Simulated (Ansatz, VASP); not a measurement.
# One calculation of AlNi, two programs

```
CELL_PARAMETERS angstrom
2.88100 0.00000 0.00000
0.00000 2.88100 0.00000
0.00000 0.00000 2.88100
ATOMIC_POSITIONS crystal
Al 0.00000 0.00000 0.00000
Ni 0.50000 0.50000 0.50000
```

Alike in both runs: task single point; functional PBEsol; k mesh 9 × 9 × 9; collinear spin.

|  | VASP | Ansatz |
| --- | --- | --- |
| version | VASP 6.6.1 | Ansatz 0.2.0 |
| potentials or method | VASP PAW PBE potentials, release 64 (Al, Ni), cutoff 520 eV | plane waves, PAW |
| occupations | fermi-dirac, width 0.1 eV | fermi-dirac |
| valence electrons in the cell | 13 | 21 |

```csv
,VASP,Ansatz,Ansatz less VASP
pressure (GPa),-3.1,-3.2,-0.13
net moment per atom (μB),0.00,0.00,0.000
```

VASP's potentials were made for PBE, not for PBEsol. VASP's potentials hold 13 valence electrons a cell and Ansatz's 21, so a difference there can come from the potentials and not from the codes. Ansatz's warnings: seeded moment not kept.
